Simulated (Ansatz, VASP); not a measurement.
## LaS: VASP beside Ansatz

```
CELL_PARAMETERS angstrom
0.00000 2.92500 2.92500
2.92500 0.00000 2.92500
2.92500 2.92500 0.00000
ATOMIC_POSITIONS crystal
La 0.00000 0.00000 0.00000
S 0.50000 0.50000 0.50000
```

Alike in both runs: task relaxation of cell and atoms; functional LDA; k mesh 12 × 12 × 12; occupations gaussian, width 0.05 eV; no spin polarisation.

```csv
,VASP,Ansatz
version,VASP 6.6.1,Ansatz 0.2.0
potentials or method,"VASP PAW LDA potentials, release 64 (La, S)","scalar-relativistic, plane waves, PAW"
plane-wave cutoff (eV),600,420
valence electrons in the cell,17,17
```

```tsv
	VASP	Ansatz	Ansatz less VASP
gap on the k mesh at the Fermi level, each at its own relaxed structure (eV)	none	none	-
relaxed volume (Å³/atom)	23.98	23.98	-0.002
relaxed cell length with the largest relative difference (Å)	4.078	4.078	-0.0001
```

LDA's correlation is that of Perdew and Zunger in VASP and of Perdew and Wang (1992) in Ansatz. A gap of «none» marks a metal or a gap that the smearing closes.

Neither program's run includes spin-orbit coupling.
